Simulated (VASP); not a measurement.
# ScBi2 (Fd-3m) in VASP: relaxation of cell and atoms with r2SCAN

Aim: the relaxation of cell and atoms of ScBi2 with r2SCAN.

Everything below comes from runs of VASP 6.6.1. Logs are shortened: lines on timing, memory, paths and dates and some standing lists are left out, and cuts for length are marked.

## 1. The cell of the first run

Symmetry: Fd-3m, No. 227, cubic system. Conventional cell: a = 8.673 Å, b = 8.673 Å, c = 8.673 Å, α = 90.00°, β = 90.00°, γ = 90.00°. Within 4.7 Å of Sc (site symmetry -43m) lie 12 Bi at 3.60 Å and 4 Sc at 3.76 Å. Within 4.0 Å of Bi (site symmetry -3m) lie 6 Bi at 3.07 Å and 6 Sc at 3.60 Å.

## 2. Relaxation of cell and atoms, r2SCAN

The input, POSCAR:

```
ScBi2
1.0
    0.0000000000      4.3363015035      4.3363015035
    4.3363015035      0.0000000000      4.3363015035
    4.3363015035      4.3363015035      0.0000000000
Sc Bi
2 4
Direct
    0.0000000000      0.0000000000      0.0000000000
    0.2500000000      0.2500000000      0.2500000000
    0.6250000000      0.6250000000      0.6250000000
    0.1250000000      0.6250000000      0.6250000000
    0.6250000000      0.6250000000      0.1250000000
    0.6250000000      0.1250000000      0.6250000000
```

The input, INCAR.step1:

```
SYSTEM = ScBi2
ALGO = Normal
EDIFF = 1E-4
ENCUT = 600
GGA = PE
ISMEAR = 0
LASPH = .TRUE.
LCHARG = .FALSE.
LREAL = .FALSE.
LWAVE = .TRUE.
NELM = 80
PREC = Accurate
SIGMA = 0.1
```

The input, INCAR.step2:

```
SYSTEM = ScBi2
ALGO = Normal
EDIFF = 1E-6
EDIFFG = -0.04
ENCUT = 600
IBRION = 2
ISIF = 3
ISMEAR = 0
ISTART = 1
LASPH = .TRUE.
LCHARG = .FALSE.
LMIXTAU = .TRUE.
LREAL = .FALSE.
LWAVE = .FALSE.
METAGGA = R2SCAN
NELM = 80
NSW = 90
PREC = Accurate
SIGMA = 0.1
```

The input, KPOINTS:

```
k-points
0
G
  4 4 4
  0 0 0
```

Potentials or basis: VASP PAW PBE potentials, release 64 (Sc_sv, Bi_d).

Run with:

```
$ cat potpaw_PBE.64/Sc_sv/POTCAR potpaw_PBE.64/Bi_d/POTCAR > POTCAR
$ cp INCAR.step1 INCAR
$ mpirun -np 1 vasp_std > vasp.out
$ cp INCAR.step2 INCAR
$ mpirun -np 1 vasp_std > vasp.out
```

OUTCAR:

```text
SYSTEM = ScBi2
   EDIFF = 1E-6
   EDIFFG = -0.04
   ENCUT = 600
   IBRION = 2
   ISIF = 3
   ISMEAR = 0
   ISTART = 1
   LASPH = .TRUE.
   LREAL = .FALSE.
   METAGGA = R2SCAN
   NELM = 80
   NSW = 90
   PREC = Accurate

 ion  position               nearest neighbor table
   1  0.000  0.000  0.000-   3 3.60   5 3.60   6 3.60   3 3.60   4 3.60   5 3.60   3 3.60   4 3.60
                             6 3.60   4 3.60   5 3.60   6 3.60
   2  0.250  0.250  0.250-   4 3.60   5 3.60   6 3.60   3 3.60   4 3.60   6 3.60   3 3.60   4 3.60
                             5 3.60   3 3.60   5 3.60   6 3.60
   3  0.625  0.625  0.625-   4 3.07   5 3.07   6 3.07   5 3.07   6 3.07   4 3.07   1 3.60   2 3.60
                             1 3.60   2 3.60   1 3.60   2 3.60
   4  0.125  0.625  0.625-   3 3.07   5 3.07   6 3.07   3 3.07   5 3.07   6 3.07   2 3.60   1 3.60
                             1 3.60   2 3.60   2 3.60   1 3.60
   5  0.625  0.625  0.125-   3 3.07   3 3.07   4 3.07   6 3.07   6 3.07   4 3.07   1 3.60   2 3.60
                             1 3.60   2 3.60   1 3.60   2 3.60
   6  0.625  0.125  0.625-   3 3.07   5 3.07   3 3.07   4 3.07   5 3.07   4 3.07   2 3.60   1 3.60
                             2 3.60   2 3.60   1 3.60   1 3.60

  LATTYP: Found a face centered cubic cell.
 ALAT       =     8.6726030070

  Lattice vectors:

 A1 = (   0.0000000000,   4.3363015035,   4.3363015035)
 A2 = (   4.3363015035,   0.0000000000,   4.3363015035)
 A3 = (   4.3363015035,   4.3363015035,   0.0000000000)

Analysis of symmetry for initial positions (statically):
=====================================================================
 Subroutine PRICEL returns:
 Original cell was already a primitive cell.

 Routine SETGRP: Setting up the symmetry group for a
 face centered cubic supercell.

 Subroutine GETGRP returns: Found 48 space group operations
 (whereof 24 operations were pure point group operations)
 out of a pool of 48 trial point group operations.

The static configuration has the point symmetry T_d .
 The point group associated with its full space group is O_h .

Analysis of symmetry for dynamics (positions and initial velocities):
=====================================================================
 Subroutine PRICEL returns:
 Original cell was already a primitive cell.

 Routine SETGRP: Setting up the symmetry group for a
 face centered cubic supercell.

 Subroutine GETGRP returns: Found 48 space group operations
 (whereof 24 operations were pure point group operations)
 out of a pool of 48 trial point group operations.

The dynamic configuration has the point symmetry T_d .
[... 83 lines left out ...]
   ISTART =      1    job   : 0-new  1-cont  2-samecut
   ICHARG =      0    charge: 1-file 2-atom 10-const
   ISPIN  =      1    spin polarized calculation?
   LNONCOLLINEAR =      F non collinear calculations
   LSORBIT =      F    spin-orbit coupling
   LASPH  =      T    aspherical Exc in radial PAW
   ENCUT  =  600.0 eV  44.10 Ry    6.64 a.u.  12.25 12.25 12.25*2*pi/ulx,y,z
   NELM   =     80;   NELMIN=  2; NELMDL=  0     # of ELM steps
   EDIFF  = 0.1E-05   stopping-criterion for ELM
   LREAL  =      F    real-space projection
   EDIFFG = -.4E-01   stopping-criterion for IOM
   NSW    =     90    number of steps for IOM
   IBRION =      2    ionic relax: 0-MD 1-quasi-New 2-CG
   NFREE  =      1    steps in history (QN), initial steepest desc. (CG)
   ISIF   =      3    stress and relaxation
   ISYM   =      2    0-nonsym 1-usesym 2-fastsym
   POTIM  = 0.5000    time-step for ionic-motion
   TEBEG  =    0.0;   TEEND  =   0.0 temperature during run
   PSTRESS=    0.0 pullay stress
   NELECT =      82.0000    total number of electrons
   NUPDOWN=      -1.0000    fix difference up-down
   EMIN   =  10.00;   EMAX   =-10.00  energy-range for DOS
   EFERMI =   0.00;   METHOD = LEGACY
   ISMEAR =     0;   SIGMA  =   0.10  broadening in eV -4-tet -1-fermi 0-gaus
   EFERMI_NEDOS =   21; number of points for ismear=-14 and -15
   IALGO  =     38    algorithm
   IMIX   =      4    mixing-type and parameters
     AMIX     =   0.40;   BMIX     =  1.00
     AMIX_MAG =   1.60;   BMIX_MAG =  1.00
  volume/ion in A,a.u.               =      27.18       183.41
  Fermi-wavevector in a.u.,A,eV,Ry     =   1.301817  2.460078 23.058172  1.694728
  Thomas-Fermi vector in A             =   2.432926
   LORBIT       =      0    0 simple, 1 ext, 2 COOP (PROOUT), +10 PAW based schemes
   METAGGA = R2SCAN    functional components
   LHFCALC =     F    Hartree Fock is set to
   AEXX    =    0.0000 exact exchange contribution
   IVDW    =     0    specifies the selected vdW correction
   LEPSILON=     F    determine dielectric tensor
   LRPA    =     F    only Hartree local field effects (RPA)
 conjugate gradient relaxation of ions
 non-spin polarized calculation
 Gauss-broadening in eV      SIGMA  =   0.10
  energy-cutoff  :      600.00
  volume of cell :      163.08
 maximum number of plane-waves:      5577
 NGX is ok and might be reduce to    50
   NGX = 25   NGY = 25   NGZ = 25

--------------------------------------- Ionic step        1  -------------------------------------------

 number of electron      82.0000015 magnetization

 Free energy of the ion-electron system (eV)
  ---------------------------------------------------
  ext. energy  EPLUGINS =         0.00000000
  ---------------------------------------------------
  free energy    TOTEN  =      -254.84380810 eV

  energy without entropy =     -254.80633348  energy(sigma->0) =     -254.82507079

------------------------ aborting loop because EDIFF is reached ----------------------------------------

  FORCE on cell =-STRESS in cart. coord.  units (eV):
  Direction    XX          YY          ZZ          XY          YZ          ZX
  --------------------------------------------------------------------------------------
  -------------------------------------------------------------------------------------
  Total        9.2285564      9.2285564      9.2285564      0.0000000      0.0000000     -0.0000000
  in kB       90.6683985     90.6683985     90.6683985      0.0000000      0.0000000     -0.0000000
  external PRESSURE =      90.6683985 kB  Pullay stress =       0.0000000 kB
[... 67 lines left out ...]
--------------------------------------- Ionic step        3  -------------------------------------------

 number of electron      82.0000014 magnetization

 Free energy of the ion-electron system (eV)
  ---------------------------------------------------
  ext. energy  EPLUGINS =         0.00000000
  ---------------------------------------------------
  free energy    TOTEN  =      -255.38629262 eV

  energy without entropy =     -255.34988665  energy(sigma->0) =     -255.36808964

 E-fermi :   6.6695     XC(G=0): -10.6334

 val. band max:        6.6324041492   @ k =   0.2500   0.2500   0.0000
 cond. band min:       6.7309807430   @ k =   0.5000   0.5000   0.0000
 fundamental gap:      0.0985765938
 Fermi energy:         6.6695228073

 k-point     1 :       0.0000    0.0000    0.0000
  band No.  band energies     occupation
      1     -46.4181      2.00000
      2     -46.4146      2.00000
      3     -24.0500      2.00000
      4     -24.0500      2.00000
      5     -24.0499      2.00000
      6     -24.0329      2.00000
[... 438 lines left out ...]
  FREE ENERGIE OF THE ION-ELECTRON SYSTEM (eV)
  ---------------------------------------------------
  free  energy   TOTEN  =      -255.3862926212 eV

  energy  without entropy=     -255.3498866492  energy(sigma->0) =     -255.36808964

 reached required accuracy - stopping structural energy minimisation
```

It took 26 min on 1 thread of Intel Xeon 6975P-C, shared host; peak memory 0.44 GiB.

What came out:

```yaml
Free_energy: -255.3863 eV
Relaxed_volume: 30.77 Å³/atom
Relaxed_cell: a = 6.391 Å, b = 6.391 Å, c = 6.391 Å, α = 60.00°, β = 60.00°, γ = 60.00°
Space_group_after_relaxing_to_0.05_Å: Fd-3m (No. 227)
Energy_gained_by_relaxing: 90.4 meV/atom
Ionic_steps: 3
Pressure_after_relaxing: 0.0 GPa
Band_gap_on_the_k_mesh: zero (band 41 reaches 6.82 eV, above the bottom of band 42 at 5.63 eV)
```

The path:
```csv
step,energy change (eV),largest force (eV/Å),pressure (GPa),volume (Å³)
1,0.0000,0.0000,9.07,163.08
2,-0.2931,0.0000,-4.16,202.14
3,-0.5425,0.0000,-0.03,184.62
```

Final structure:
```
Sc Bi
1.0
     0.00000    4.51938    4.51938
     4.51938    0.00000    4.51938
     4.51938    4.51938    0.00000
Sc Bi
2 4
Direct
  0.00000 0.00000 0.00000
  0.25000 0.25000 0.25000
  0.62500 0.62500 0.62500
  0.12500 0.62500 0.62500
  0.62500 0.62500 0.12500
  0.62500 0.12500 0.62500
```

Caveat: the PAW data sets were made with another functional, which shifts forces and pressure a little; spin-orbit coupling is left out, which moves the levels of the heavy elements.
